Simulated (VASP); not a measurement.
# SiC (F-43m) in VASP: a series of runs

The runs below take SiC through single point, with PBE+D3(BJ).

Program: VASP 6.6.1. These are calculated values, not measurements. Logs are shortened: lines on timing, memory, paths and dates and some standing lists are left out, and cuts for length are marked.

**What was measured.**

From “Insight into the structural, elastic and electronic properties of a new orthorhombic 6O-SiC polytype”, 2020, pmc:7200658, for a bulk crystal of SiC: band gap 2.4 eV (indirect).

The results are compared with them further down.

## (1) The cell of the first run

Symmetry: F-43m, No. 216, cubic system. Conventional cell: a = 4.348 Å, b = 4.348 Å, c = 4.348 Å, α = 90.00°, β = 90.00°, γ = 90.00°. Si (site symmetry -43m) has 4 C at 1.88 Å within 2.5 Å. C (site symmetry -43m) has 4 Si at 1.88 Å within 2.5 Å.

## (2) Single point, PBE+D3(BJ)

INCAR

```
SYSTEM = SiC
  ALGO = Normal
  EDIFF = 1E-6
  ENCUT = 520
  GGA = PE
  ISIF = 2
  ISMEAR = 0
  IVDW = 12
  LASPH = .TRUE.
  LCHARG = .FALSE.
  LREAL = .FALSE.
  LWAVE = .FALSE.
  NBANDS = 11
  NELM = 60
  PREC = Accurate
  SIGMA = 0.1
```

KPOINTS

```
k-points
0
G
  8 8 8
  0 0 0
```

POSCAR

```
SiC
1.0
    0.0000000000      2.1740000000      2.1740000000
    2.1740000000      0.0000000000      2.1740000000
    2.1740000000      2.1740000000      0.0000000000
Si C
1 1
Direct
    0.0000000000      0.0000000000      0.0000000000
    0.7500000000      0.7500000000      0.7500000000
```

Potentials or basis: VASP PAW PBE potentials, release 64 (Si, C).

On the command line:

```sh
> cat potpaw_PBE.64/Si/POTCAR potpaw_PBE.64/C/POTCAR > POTCAR
> mpirun -np 1 vasp_std > vasp.out
```

OUTCAR:

```text
SYSTEM = SiC
   EDIFF = 1E-6
   ENCUT = 520
   GGA = PE
   ISIF = 2
   ISMEAR = 0
   IVDW = 12
   LASPH = .TRUE.
   LREAL = .FALSE.
   NELM = 60
   PREC = Accurate
 IVDW          = 12

 ion  position               nearest neighbor table
   1  0.000  0.000  0.000-   2 1.88   2 1.88   2 1.88   2 1.88
   2  0.750  0.750  0.750-   1 1.88   1 1.88   1 1.88   1 1.88

  LATTYP: Found a face centered cubic cell.
 ALAT       =     4.3480000000

  Lattice vectors:

 A1 = (   0.0000000000,   2.1740000000,   2.1740000000)
 A2 = (   2.1740000000,   0.0000000000,   2.1740000000)
 A3 = (   2.1740000000,   2.1740000000,   0.0000000000)

Analysis of symmetry for initial positions (statically):
=====================================================================
 Subroutine PRICEL returns:
 Original cell was already a primitive cell.

 Routine SETGRP: Setting up the symmetry group for a
 face centered cubic supercell.

 Subroutine GETGRP returns: Found 24 space group operations
 (whereof 24 operations were pure point group operations)
 out of a pool of 48 trial point group operations.

The static configuration has the point symmetry T_d .

Analysis of symmetry for dynamics (positions and initial velocities):
=====================================================================
 Subroutine PRICEL returns:
 Original cell was already a primitive cell.

 Routine SETGRP: Setting up the symmetry group for a
 face centered cubic supercell.

 Subroutine GETGRP returns: Found 24 space group operations
 (whereof 24 operations were pure point group operations)
 out of a pool of 48 trial point group operations.

The dynamic configuration has the point symmetry T_d .

 Subroutine INISYM returns: Found 24 space group operations
 (whereof 24 operations are pure point group operations),
 and found     1 'primitive' translations

----------------------------------------------------------------------------------------

                                     Primitive cell

  volume of cell :      20.5498

  direct lattice vectors                    reciprocal lattice vectors
     0.000000000  2.174000000  2.174000000    -0.229990800  0.229990800  0.229990800
     2.174000000  0.000000000  2.174000000     0.229990800 -0.229990800  0.229990800
     2.174000000  2.174000000  0.000000000     0.229990800  0.229990800 -0.229990800

  length of vectors
     3.074500285  3.074500285  3.074500285     0.398355752  0.398355752  0.398355752

  position of ions in fractional coordinates (direct lattice)
     0.000000000  0.000000000  0.000000000
     0.750000000  0.750000000  0.750000000

  ion indices of the primitive-cell ions
   primitive index   ion index
                 1           1
                 2           2

----------------------------------------------------------------------------------------

 KPOINTS: k-points

Automatic generation of k-mesh.
 Grid dimensions read from file:
 generate k-points for:    8    8    8

 Generating k-lattice:

  Cartesian coordinates                     Fractional coordinates (reciprocal lattice)
    -0.028748850  0.028748850  0.028748850     0.125000000  0.000000000  0.000000000
     0.028748850 -0.028748850  0.028748850     0.000000000  0.125000000  0.000000000
     0.028748850  0.028748850 -0.028748850     0.000000000  0.000000000  0.125000000

  Length of vectors
     0.049794469  0.049794469  0.049794469

  Shift w.r.t. Gamma in fractional coordinates (k-lattice)
     0.000000000  0.000000000  0.000000000

 Subroutine IBZKPT returns following result:
 ===========================================

 Found     29 irreducible k-points:

 Following reciprocal coordinates:
            Coordinates               Weight
  0.000000  0.000000  0.000000      1.000000
  0.125000  0.000000  0.000000      8.000000
  0.250000  0.000000  0.000000      8.000000
  0.375000  0.000000  0.000000      8.000000
  0.500000  0.000000  0.000000      4.000000
  0.125000  0.125000  0.000000      6.000000
[... 16 lines left out ...]
  0.500000  0.250000  0.125000     48.000000
 -0.375000  0.250000  0.125000     24.000000
 [... further k-points ...]
   k-points           NKPTS =     29   k-points in BZ     NKDIM =     29   number of bands    NBANDS=     11
   number of dos      NEDOS =    301   number of ions     NIONS =      2
   total plane-waves  NPLWV =  13824
   dimension x,y,z NGX =    24 NGY =   24 NGZ =   24
   dimension x,y,z NGXF=    48 NGYF=   48 NGZF=   48
   ions per type =               1   1
   NGX,Y,Z   is equivalent  to a cutoff of  12.98, 12.98, 12.98 a.u.
   NGXF,Y,Z  is equivalent  to a cutoff of  25.95, 25.95, 25.95 a.u.
 SYSTEM =  SiC
   PREC   = accura    normal or accurate (medium, high low for compatibility)
   ISTART =      0    job   : 0-new  1-cont  2-samecut
   ICHARG =      2    charge: 1-file 2-atom 10-const
   ISPIN  =      1    spin polarized calculation?
   LNONCOLLINEAR =      F non collinear calculations
   LSORBIT =      F    spin-orbit coupling
   LASPH  =      T    aspherical Exc in radial PAW
   ENCUT  =  520.0 eV  38.22 Ry    6.18 a.u.   5.72  5.72  5.72*2*pi/ulx,y,z
   NELM   =     60;   NELMIN=  2; NELMDL= -5     # of ELM steps
   EDIFF  = 0.1E-05   stopping-criterion for ELM
   LREAL  =      F    real-space projection
   EDIFFG = 0.1E-04   stopping-criterion for IOM
   NSW    =      0    number of steps for IOM
   IBRION =     -1    ionic relax: 0-MD 1-quasi-New 2-CG
   NFREE  =      0    steps in history (QN), initial steepest desc. (CG)
   ISIF   =      2    stress and relaxation
   ISYM   =      2    0-nonsym 1-usesym 2-fastsym
   POTIM  = 0.5000    time-step for ionic-motion
   TEBEG  =    0.0;   TEEND  =   0.0 temperature during run
   PSTRESS=    0.0 pullay stress
   NELECT =       8.0000    total number of electrons
   NUPDOWN=      -1.0000    fix difference up-down
   EMIN   =  10.00;   EMAX   =-10.00  energy-range for DOS
   EFERMI =   0.00;   METHOD = LEGACY
   ISMEAR =     0;   SIGMA  =   0.10  broadening in eV -4-tet -1-fermi 0-gaus
   EFERMI_NEDOS =   21; number of points for ismear=-14 and -15
   IALGO  =     38    algorithm
   IMIX   =      4    mixing-type and parameters
     AMIX     =   0.40;   BMIX     =  1.00
     AMIX_MAG =   1.60;   BMIX_MAG =  1.00
  volume/ion in A,a.u.               =      10.27        69.34
  Fermi-wavevector in a.u.,A,eV,Ry     =   1.195369  2.258920 19.441458  1.428907
  Thomas-Fermi vector in A             =   2.331336
   LORBIT       =      0    0 simple, 1 ext, 2 COOP (PROOUT), +10 PAW based schemes
   GGA     = PE    functional components
   LHFCALC =     F    Hartree Fock is set to
   AEXX    =    0.0000 exact exchange contribution
   IVDW    =    12    specifies the selected vdW correction
   LEPSILON=     F    determine dielectric tensor
   LRPA    =     F    only Hartree local field effects (RPA)
 non-spin polarized calculation
 Gauss-broadening in eV      SIGMA  =   0.10
  energy-cutoff  :      520.00
  volume of cell :       20.55
 maximum number of plane-waves:       568
   NGX = 11   NGY = 11   NGZ = 11

 number of electron       8.0000001 magnetization

 Free energy of the ion-electron system (eV)
  ---------------------------------------------------
  ext. energy  EPLUGINS =         0.00000000
  ---------------------------------------------------
  free energy    TOTEN  =       -15.05307902 eV

  energy without entropy =      -15.05307902  energy(sigma->0) =      -15.05307902

 E-fermi :   8.6091     XC(G=0): -11.3861

 val. band max:        8.1854738849   @ k =   0.0000   0.0000   0.0000
 cond. band min:       9.5350883683   @ k =   0.5000   0.5000   0.0000
 fundamental gap:      1.3496144834
 Fermi energy:         8.6091017440

 k-point     1 :       0.0000    0.0000    0.0000
  band No.  band energies     occupation
      1      -7.2725      2.00000
      2       8.1855      2.00000
      3       8.1855      2.00000
      4       8.1855      2.00000
      5      14.5000      0.00000
      6      15.5401      0.00000
      7      15.5401      0.00000
      8      15.5401      0.00000
      9      22.7316      0.00000
     10      22.7316      0.00000
     11      24.7725      0.00000

 k-point     2 :       0.1250    0.0000    0.0000
  band No.  band energies     occupation
      1      -6.9661      2.00000
      2       6.6998      2.00000
      3       7.9843      2.00000
      4       7.9843      2.00000
      5      14.7241      0.00000
      6      15.8928      0.00000
      7      15.8928      0.00000
      8      16.0802      0.00000
      9      21.5054      0.00000
     10      21.5054      0.00000
     11      24.3009      0.00000

 k-point     3 :       0.2500    0.0000    0.0000
  band No.  band energies     occupation
      1      -6.0702      2.00000
      2       3.8818      2.00000
      3       7.5789      2.00000
      4       7.5789      2.00000
      5      14.2359      0.00000
      6      16.1366      0.00000
      7      16.1366      0.00000
      8      17.5994      0.00000
      9      21.3404      0.00000
     10      21.3404      0.00000
     11      23.3869      0.00000

 k-point     4 :       0.3750    0.0000    0.0000
  band No.  band energies     occupation
      1      -4.7068      2.00000
      2       1.1299      2.00000
      3       7.2513      2.00000
      4       7.2513      2.00000
      5      13.8232      0.00000
      6      15.6975      0.00000
      7      15.6975      0.00000
      8      18.2526      0.00000
      9      23.3500      0.00000
     10      23.3500      0.00000
     11      23.7985      0.00000
[... 239 lines left out ...]
 k-point    22 :       0.3750    0.2500    0.1250
  band No.  band energies     occupation
      1      -5.2913      2.00000
      2       3.6936      2.00000
      3       5.3168      2.00000
      4       6.9096      2.00000
      5      13.5748      0.00000
      6      15.8612      0.00000
      7      16.7056      0.00000
      8      18.3134      0.00000
      9      20.4831      0.00000
     10      24.2472      0.00000
     11      27.6816      0.00000

 k-point    23 :       0.5000    0.2500    0.1250
  band No.  band energies     occupation
      1      -3.9817      2.00000
      2       1.6535      2.00000
      3       4.5774      2.00000
      4       6.2570      2.00000
      5      13.5069      0.00000
      6      15.8277      0.00000
      7      17.4398      0.00000
      8      18.6915      0.00000
      9      21.6346      0.00000
     10      24.7522      0.00000
     11      27.6017      0.00000

 k-point    24 :      -0.3750    0.2500    0.1250
  band No.  band energies     occupation
      1      -3.0283      2.00000
      2       0.3278      2.00000
      3       4.4669      2.00000
      4       5.9180      2.00000
      5      13.4476      0.00000
      6      15.5093      0.00000
      7      18.3918      0.00000
      8      19.2454      0.00000
      9      21.6762      0.00000
     10      24.4704      0.00000
     11      27.5959      0.00000

 [... further k-points ...]

------------------------ aborting loop because EDIFF is reached ----------------------------------------

 Edisp (eV)   -0.60639

 E8    (eV) :    -0.2279

  FORCE on cell =-STRESS in cart. coord.  units (eV):
  Direction    XX          YY          ZZ          XY          YZ          ZX
  --------------------------------------------------------------------------------------
  -------------------------------------------------------------------------------------
  Total       0.00758     0.00758     0.00758    -0.00000     0.00000    -0.00000
  in kB       0.59073     0.59073     0.59073    -0.00000     0.00000    -0.00000
  external pressure =        0.59 kB  Pullay stress =        0.00 kB

 VOLUME and BASIS-vectors are now :
 -----------------------------------------------------------------------------
  energy-cutoff  :      520.00
  volume of cell :       20.55
      direct lattice vectors                 reciprocal lattice vectors
     0.000000000  2.174000000  2.174000000    -0.229990800  0.229990800  0.229990800
     2.174000000  0.000000000  2.174000000     0.229990800 -0.229990800  0.229990800
     2.174000000  2.174000000  0.000000000     0.229990800  0.229990800 -0.229990800

 POSITION                                       TOTAL-FORCE (eV/Angst)
 -----------------------------------------------------------------------------------
      0.00000      0.00000      0.00000         0.000000      0.000000      0.000000
      3.26100      3.26100      3.26100        -0.000000     -0.000000     -0.000000
 -----------------------------------------------------------------------------------
    total drift:                               -0.000000     -0.000000     -0.000000

  FREE ENERGIE OF THE ION-ELECTRON SYSTEM (eV)
  ---------------------------------------------------
  free  energy   TOTEN  =       -15.6594730087 eV

  energy  without entropy=      -15.6594730087  energy(sigma->0) =      -15.65947301
```

It took 3.8 s on 1 thread of Intel Xeon Platinum 8488C (Sapphire Rapids), shared host; peak memory 0.14 GiB.

Results:

| Property | Result |
| --- | --- |
| Free energy | -15.6595 eV |
| Pressure | 0.1 GPa |
| Band gap on the k mesh | 1.35 eV, indirect (least direct gap 4.55 eV) |
| Dispersion energy per atom | -0.303 eV |

## (3) Single point, PBE+D3(BJ)

INCAR

```
SYSTEM = SiC
PREC = Accurate ; ENCUT = 520
EDIFF = 1E-6 ; ISMEAR = 0
SIGMA = 0.02 ; LREAL = .False.
LASPH = .True. ; NELM = 100
ALGO = Normal ; ISIF = 2
LWAVE = .False. ; LCHARG = .True.
GGA = PE ; IVDW = 12
LELF = .True. ; LVHAR = .True.
NBANDS = 11
```

KPOINTS

```
Automatic mesh
0
Gamma
  12 12 12
  0 0 0
```

POSCAR

```
SiC
1.0
    0.0000000000      2.1743531186      2.1743531186
    2.1743531186      0.0000000000      2.1743531186
    2.1743531186      2.1743531186      0.0000000000
Si C
1 1
Direct
    0.0000000000      0.0000000000      0.0000000000
    0.7500000000      0.7500000000      0.7500000000
```

Potentials or basis: VASP PAW PBE potentials, release 64 (Si, C).

On the command line:

```sh
> cat potpaw_PBE.64/Si/POTCAR potpaw_PBE.64/C/POTCAR > POTCAR
> mpirun -np 1 vasp_std > vasp.out
```

Run time: 6.7 s. Hardware: 1 thread of Intel Xeon Platinum 8488C (Sapphire Rapids), shared host; peak memory 0.15 GiB.

Results (log left out):

| Property | Result |
| --- | --- |
| Free energy | -15.6607 eV |
| Pressure | -0.1 GPa |
| Band gap on the k mesh | 1.35 eV, indirect (least direct gap 4.55 eV) |
| Dispersion energy per atom | -0.303 eV |

Levels at points of the mesh, in eV from the valence-band top:
```
           k point  band 1  band 2  band 3  band 4  band 5  band 6  band 7  band 8  band 9
(0.00, 0.00, 0.00)  -15.45    0.00    0.00    0.00    6.31    7.35    7.35    7.35   14.54
(0.50, 0.00, 0.00)  -11.86   -8.57   -1.05   -1.05    5.49    7.25    7.25   10.09   16.28
(0.50, 0.50, 0.00)  -10.41   -7.81   -3.20   -3.20    1.35    4.34   14.11   14.11   14.87
```

## (4) Comparison with measurements

Step 2. Measured gap of SiC: 2.4 eV (indirect; quoted in “Insight into the structural, elastic and electronic properties of a new orthorhombic 6O-SiC polytype”, 2020, pmc:7200658). This calculation gives 1.35 eV (-1.05 eV). The value is that of PBE+D3(BJ) on a finite k mesh, which can miss the band edges, without temperature or zero-point motion. Semilocal functionals fall short of measured gaps as a rule.

Step 3. Against the measured gap of SiC, 2.4 eV (indirect; quoted in “Insight into the structural, elastic and electronic properties of a new orthorhombic 6O-SiC polytype”, 2020, pmc:7200658), the calculated 1.35 eV is off by -1.05 eV. The value is that of PBE+D3(BJ) on a finite k mesh, which can miss the band edges, without temperature or zero-point motion. Semilocal functionals fall short of measured gaps as a rule.
